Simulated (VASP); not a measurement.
Crystal: KCl (rocksalt type).

```xyz
2
Lattice="0.0000 2.7843 2.7843 2.7843 0.0000 2.7843 2.7843 2.7843 0.0000" Properties=species:S:1:pos:R:3 pbc="T T T"
K     0.0000    0.0000    0.0000
Cl    2.7843    2.7843    2.7843
```

| Property | Result |
| --- | --- |
| Program | VASP 6.6.1 |
| Task | relaxation of cell and atoms |
| Functional | PBE |
| Potentials or basis | VASP PAW PBE potentials, release 64 (K_sv, Cl) |
| Cutoff | 600 eV |
| k mesh | 13 × 13 × 13 |
| Occupations | fermi-dirac, width 0.05 eV |
| Spin | no spin polarisation |

At the start: pressure 18.2 GPa; volume 21.59 Å³/atom.

Q: Where does the relaxation end?

A: Over 22 steps the energy falls by 416.7 meV/atom and the volume is 32.48 Å³/atom (+50.5 %); space group Fm-3m (No. 225, to 0.05 Å).

Step by step:
| step | energy change (eV) | largest force (eV/Å) | pressure (GPa) | volume (Å³) |
| --- | --- | --- | --- | --- |
| 1 | 0.0000 | 0.0000 | 18.23 | 43.17 |
| 2 | -0.8144 | 0.0000 | 1.43 | 60.41 |
| 3 | -0.8294 | 0.0000 | 0.60 | 62.81 |
| 4 | -0.8276 | 0.0000 | -0.63 | 67.80 |
| 5 | -0.8334 | 0.0000 | -0.03 | 65.11 |
| 6 | -0.8333 | 0.0000 | 0.09 | 64.61 |
| 7 | -0.8333 | 0.0000 | 0.10 | 64.61 |
| 8 | -0.8333 | 0.0000 | 0.11 | 64.61 |
| 9 | -0.8333 | 0.0000 | 0.09 | 64.61 |
| 10 | -0.8333 | 0.0000 | 0.09 | 64.61 |
| 11 | -0.8333 | 0.0000 | 0.09 | 64.61 |
| 12 | -0.8333 | 0.0000 | 0.09 | 64.61 |
| 13 | -0.8333 | 0.0000 | 0.09 | 64.61 |
| 14 | -0.8333 | 0.0000 | 0.09 | 64.61 |
| 15 | -0.8333 | 0.0000 | 0.10 | 64.62 |
| 16 | -0.8333 | 0.0000 | 0.10 | 64.62 |
| 17 | -0.8333 | 0.0000 | 0.11 | 64.62 |
| 18 | -0.8333 | 0.0000 | 0.09 | 64.63 |
| 19 | -0.8333 | 0.0000 | 0.09 | 64.66 |
| 20 | -0.8333 | 0.0000 | 0.06 | 64.70 |
| 21 | -0.8334 | 0.0000 | 0.05 | 64.78 |
| 22 | -0.8334 | 0.0000 | 0.00 | 64.95 |

Final structure:
```
CELL_PARAMETERS angstrom
0.00000 3.19050 3.19050
3.19050 0.00000 3.19050
3.19050 3.19050 0.00000
ATOMIC_POSITIONS crystal
K 0.00000 0.00000 0.00000
Cl 0.50000 0.50000 0.50000
```

Caveat: the volume moved by over 15 % at a fixed basis, so the end points are rough.
